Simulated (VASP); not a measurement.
# Mo in VASP: single point with PBEsol

Aim: the single point of Mo with PBEsol.

Program: VASP 6.6.1. These are calculated values, not measurements. Logs are shortened: lines on timing, memory, paths and dates and some standing lists are left out, and cuts for length are marked.

## (1) The cell of the first run

The typed cell holds 1 atom: a = 2.788 Å, b = 2.788 Å, c = 2.788 Å, α = 120.00°, β = 120.00°, γ = 90.01°.

This isn't the form of Mo at room conditions, which is bcc.

## (2) Single point, PBEsol

The input, INCAR:

```
  ALGO = Fast
  EDIFF = 1E-6
  ENCUT = 520
  GGA = PS
  ISIF = 2
  ISMEAR = 0
  LASPH = T
  LCHARG = F
  LREAL = F
  LWAVE = F
  NBANDS = 13
  NELM = 80
  PREC = Accurate
  SIGMA = 0.15
```

The input, KPOINTS:

```
k-points
0
Gamma
  30 30 30
```

The input, POSCAR:

```
Mo
1.0
   -1.3940179069      1.3940179069      1.9711413204
    1.3940179069     -1.3940179069      1.9711413204
    1.3940179069      1.3940179069     -1.9711413204
Mo
1
Direct
    0.0000000000      0.0000000000      0.0000000000
```

Potentials or basis: VASP PAW PBE potentials, release 64 (Mo_sv).

Launch:

```console
> cat potpaw_PBE.64/Mo_sv/POTCAR > POTCAR
> mpirun -np 1 vasp_std > vasp.out
```

OUTCAR:

```text
EDIFF = 1E-6
   ENCUT = 520
   GGA = PS
   ISIF = 2
   ISMEAR = 0
   LASPH = T
   LREAL = F
   NELM = 80
   PREC = Accurate

 ion  position               nearest neighbor table
   1  0.000  0.000  0.000-

  LATTYP: Found a body centered tetragonal cell.
 ALAT       =     2.7880358138
 C/A-ratio  =     1.4140000000

  Lattice vectors:

 A1 = (  -1.3940179069,   1.3940179069,   1.9711413204)
 A2 = (   1.3940179069,  -1.3940179069,   1.9711413204)
 A3 = (   1.3940179069,   1.3940179069,  -1.9711413204)

Analysis of symmetry for initial positions (statically):
=====================================================================
 Subroutine PRICEL returns:
 Original cell was already a primitive cell.

 Routine SETGRP: Setting up the symmetry group for a
 body centered tetragonal supercell.

 Subroutine GETGRP returns: Found 16 space group operations
 (whereof 16 operations were pure point group operations)
 out of a pool of 16 trial point group operations.

The static configuration has the point symmetry D_4h.

Analysis of symmetry for dynamics (positions and initial velocities):
=====================================================================
 Subroutine PRICEL returns:
 Original cell was already a primitive cell.

 Routine SETGRP: Setting up the symmetry group for a
 body centered tetragonal supercell.

 Subroutine GETGRP returns: Found 16 space group operations
 (whereof 16 operations were pure point group operations)
 out of a pool of 16 trial point group operations.

The dynamic configuration has the point symmetry D_4h.

 Subroutine INISYM returns: Found 16 space group operations
 (whereof 16 operations are pure point group operations),
 and found     1 'primitive' translations

----------------------------------------------------------------------------------------

                                     Primitive cell

  volume of cell :      15.3220

  direct lattice vectors                    reciprocal lattice vectors
    -1.394017907  1.394017907  1.971141320     0.000000000  0.358675450  0.253660148
     1.394017907 -1.394017907  1.971141320     0.358675450  0.000000000  0.253660148
     1.394017907  1.394017907 -1.971141320     0.358675450  0.358675450  0.000000000

  length of vectors
     2.787825309  2.787825309  2.787825309     0.439308035  0.439308035  0.507243686

  position of ions in fractional coordinates (direct lattice)
     0.000000000  0.000000000  0.000000000

  ion indices of the primitive-cell ions
   primitive index   ion index
                 1           1

----------------------------------------------------------------------------------------

 KPOINTS: k-points

Automatic generation of k-mesh.
 Grid dimensions read from file:
 generate k-points for:   30   30   30

 Generating k-lattice:

  Cartesian coordinates                     Fractional coordinates (reciprocal lattice)
     0.000000000  0.011955848  0.008455338     0.033333333  0.000000000  0.000000000
     0.011955848  0.000000000  0.008455338     0.000000000  0.033333333  0.000000000
     0.011955848  0.011955848  0.000000000     0.000000000  0.000000000  0.033333333

  Length of vectors
     0.014643601  0.014643601  0.016908123

  Shift w.r.t. Gamma in fractional coordinates (k-lattice)
     0.000000000  0.000000000  0.000000000

 Subroutine IBZKPT returns following result:
 ===========================================

 Found   1992 irreducible k-points:

 Following reciprocal coordinates:
            Coordinates               Weight
  0.000000  0.000000  0.000000      1.000000
  0.033333  0.000000 -0.000000      8.000000
  0.066667  0.000000  0.000000      8.000000
  0.100000  0.000000  0.000000      8.000000
  0.133333  0.000000 -0.000000      8.000000
  0.166667  0.000000  0.000000      8.000000
[... 16 lines left out ...]
  0.233333  0.033333 -0.000000     16.000000
  0.266667  0.033333  0.000000     16.000000
 [... further k-points ...]
   k-points           NKPTS =   1992   k-points in BZ     NKDIM =   1992   number of bands    NBANDS=     13
   number of dos      NEDOS =    301   number of ions     NIONS =      1
   total plane-waves  NPLWV =  13824
   dimension x,y,z NGX =    24 NGY =   24 NGZ =   24
   dimension x,y,z NGXF=    48 NGYF=   48 NGZF=   48
   ions per type =               1
   NGX,Y,Z   is equivalent  to a cutoff of  14.31, 14.31, 14.31 a.u.
   NGXF,Y,Z  is equivalent  to a cutoff of  28.62, 28.62, 28.62 a.u.
 SYSTEM =  unknown system
   PREC   = accura    normal or accurate (medium, high low for compatibility)
   ISTART =      0    job   : 0-new  1-cont  2-samecut
   ICHARG =      2    charge: 1-file 2-atom 10-const
   ISPIN  =      1    spin polarized calculation?
   LNONCOLLINEAR =      F non collinear calculations
   LSORBIT =      F    spin-orbit coupling
   LASPH  =      T    aspherical Exc in radial PAW
   ENCUT  =  520.0 eV  38.22 Ry    6.18 a.u.   5.18  5.18  5.18*2*pi/ulx,y,z
   NELM   =     80;   NELMIN=  2; NELMDL= -5     # of ELM steps
   EDIFF  = 0.1E-05   stopping-criterion for ELM
   LREAL  =      F    real-space projection
   EDIFFG = 0.1E-04   stopping-criterion for IOM
   NSW    =      0    number of steps for IOM
   IBRION =     -1    ionic relax: 0-MD 1-quasi-New 2-CG
   NFREE  =      0    steps in history (QN), initial steepest desc. (CG)
   ISIF   =      2    stress and relaxation
   ISYM   =      2    0-nonsym 1-usesym 2-fastsym
   POTIM  = 0.5000    time-step for ionic-motion
   TEBEG  =    0.0;   TEEND  =   0.0 temperature during run
   PSTRESS=    0.0 pullay stress
   NELECT =      14.0000    total number of electrons
   NUPDOWN=      -1.0000    fix difference up-down
   EMIN   =  10.00;   EMAX   =-10.00  energy-range for DOS
   EFERMI =   0.00;   METHOD = LEGACY
   ISMEAR =     0;   SIGMA  =   0.15  broadening in eV -4-tet -1-fermi 0-gaus
   EFERMI_NEDOS =   21; number of points for ismear=-14 and -15
   IALGO  =     68    algorithm
   IMIX   =      4    mixing-type and parameters
     AMIX     =   0.40;   BMIX     =  1.00
     AMIX_MAG =   1.60;   BMIX_MAG =  1.00
  volume/ion in A,a.u.               =      15.32       103.40
  Fermi-wavevector in a.u.,A,eV,Ry     =   1.588593  3.002006 34.336047  2.523628
  Thomas-Fermi vector in A             =   2.687573
   LORBIT       =      0    0 simple, 1 ext, 2 COOP (PROOUT), +10 PAW based schemes
   GGA     = PS    functional components
   LHFCALC =     F    Hartree Fock is set to
   AEXX    =    0.0000 exact exchange contribution
   IVDW    =     0    specifies the selected vdW correction
   LEPSILON=     F    determine dielectric tensor
   LRPA    =     F    only Hartree local field effects (RPA)
 non-spin polarized calculation
 RMM-DIIS sequential band-by-band and
 Gauss-broadening in eV      SIGMA  =   0.15
  energy-cutoff  :      520.00
  volume of cell :       15.32
 maximum number of plane-waves:       428
 NGX is ok and might be reduce to    24
   NGX = 11   NGY = 11   NGZ = 11

 number of electron      13.9999999 magnetization

 Free energy of the ion-electron system (eV)
  ---------------------------------------------------
  ext. energy  EPLUGINS =         0.00000000
  ---------------------------------------------------
  free energy    TOTEN  =       -11.34839031 eV

  energy without entropy =      -11.33520175  energy(sigma->0) =      -11.34179603

 E-fermi :  12.3408     XC(G=0): -13.6247

 val. band max:       12.3386591901   @ k =   0.5000   0.1667  -0.0000
 cond. band min:      12.3408527361   @ k =  -0.1333   0.1667   0.0667
 fundamental gap:      0.0021935460
 Fermi energy:        12.3408186692

 k-point     1 :       0.0000    0.0000    0.0000
  band No.  band energies     occupation
      1     -48.2515      2.00000
      2     -21.5128      2.00000
      3     -21.5128      2.00000
      4     -21.5127      2.00000
      5       5.4416      2.00000
      6      11.5721      2.00000
      7      11.5721      2.00000
      8      11.5740      2.00000
      9      14.4248      0.00000
     10      14.4275      0.00000
     11      25.4602      0.00000
     12      30.9006      0.00000
     13      30.9038      0.00000

 k-point     2 :       0.0333    0.0000   -0.0000
  band No.  band energies     occupation
      1     -48.2486      2.00000
      2     -21.5305      2.00000
      3     -21.5150      2.00000
      4     -21.5149      2.00000
      5       5.4900      2.00000
      6      11.5381      2.00000
      7      11.5945      2.00000
      8      11.5958      2.00000
      9      14.4053      0.00000
     10      14.4080      0.00000
     11      25.5556      0.00000
     12      30.6793      0.00000
     13      30.9902      0.00000

 k-point     3 :       0.0667    0.0000    0.0000
  band No.  band energies     occupation
      1     -48.2400      2.00000
      2     -21.5828      2.00000
      3     -21.5215      2.00000
      4     -21.5214      2.00000
      5       5.6327      2.00000
      6      11.4404      2.00000
      7      11.6591      2.00000
      8      11.6604      2.00000
      9      14.3520      0.00000
     10      14.3545      0.00000
     11      25.8326      0.00000
     12      30.1260      0.00000
     13      31.2505      0.00000
[... 305 lines left out ...]
 k-point    23 :       0.2333    0.0333   -0.0000
  band No.  band energies     occupation
      1     -48.1199      2.00000
      2     -22.2702      2.00000
      3     -21.6331      2.00000
      4     -21.5964      2.00000
      5       7.3467      2.00000
      6      10.8978      2.00000
      7      11.9937      1.99894
      8      12.0276      1.99686
      9      14.2259      0.00000
     10      14.7858      0.00000
     11      26.2163      0.00000
     12      29.2188      0.00000
     13      34.4485      0.00000

 k-point    24 :       0.2667    0.0333    0.0000
  band No.  band energies     occupation
      1     -48.0917      2.00000
      2     -22.4253      2.00000
      3     -21.6537      2.00000
      4     -21.6170      2.00000
      5       7.5622      2.00000
      6      11.1222      2.00000
      7      11.9023      1.99996
      8      11.9387      1.99985
      9      14.5190      0.00000
     10      15.0946      0.00000
     11      25.6950      0.00000
     12      29.2953      0.00000
     13      35.3069      0.00000

 [... further k-points ...]

------------------------ aborting loop because EDIFF is reached ----------------------------------------

  FORCE on cell =-STRESS in cart. coord.  units (eV):
  Direction    XX          YY          ZZ          XY          YZ          ZX
  --------------------------------------------------------------------------------------
  -------------------------------------------------------------------------------------
  Total        0.4056632      0.4056632      0.4027393      0.0000000      0.0000000     -0.0000000
  in kB       42.4191265     42.4191265     42.1133786      0.0000000      0.0000000     -0.0000000
  external PRESSURE =      42.3172105 kB  Pullay stress =       0.0000000 kB

 VOLUME and BASIS-vectors are now :
 -----------------------------------------------------------------------------
  energy-cutoff  :      520.00
  volume of cell :       15.32
      direct lattice vectors                 reciprocal lattice vectors
    -1.394017907  1.394017907  1.971141320     0.000000000  0.358675450  0.253660148
     1.394017907 -1.394017907  1.971141320     0.358675450  0.000000000  0.253660148
     1.394017907  1.394017907 -1.971141320     0.358675450  0.358675450  0.000000000

 POSITION                                       TOTAL-FORCE (eV/Angst)
 -----------------------------------------------------------------------------------
      0.00000      0.00000      0.00000         0.000000      0.000000      0.000000
 -----------------------------------------------------------------------------------
    total drift:                                0.000000      0.000000      0.000000

  FREE ENERGIE OF THE ION-ELECTRON SYSTEM (eV)
  ---------------------------------------------------
  free  energy   TOTEN  =       -11.3483903059 eV

  energy  without entropy=      -11.3352017458  energy(sigma->0) =      -11.34179603
```

Run time: 8.1 min. Hardware: 1 thread of Intel Xeon 8259CL, shared host; peak memory 0.46 GiB.

What came out:

```
Free energy            : -11.3484 eV
Pressure               : 4.2 GPa
Band gap on the k mesh : zero (bands 7 and 8 overlap by 5.03 eV)
```

Levels at points of the mesh, in eV from the Fermi level:
```
           k point  band 5  band 6  band 7  band 8  band 9  band 10
(0.00, 0.00, 0.00)   -6.90   -0.77   -0.77   -0.77    2.08     2.09
(0.50, 0.00, 0.00)   -4.83   -0.98   -0.98    1.71    4.31     4.31
(0.50, 0.50, 0.00)   -5.28   -4.55    4.26    4.29    4.96     4.96
(0.50, 0.50, 0.50)   -5.28   -4.55    4.26    4.29    4.96     4.96
```

Caveat: the cell stands under pressure; the PAW data sets were made with another functional, which shifts forces and pressure a little.
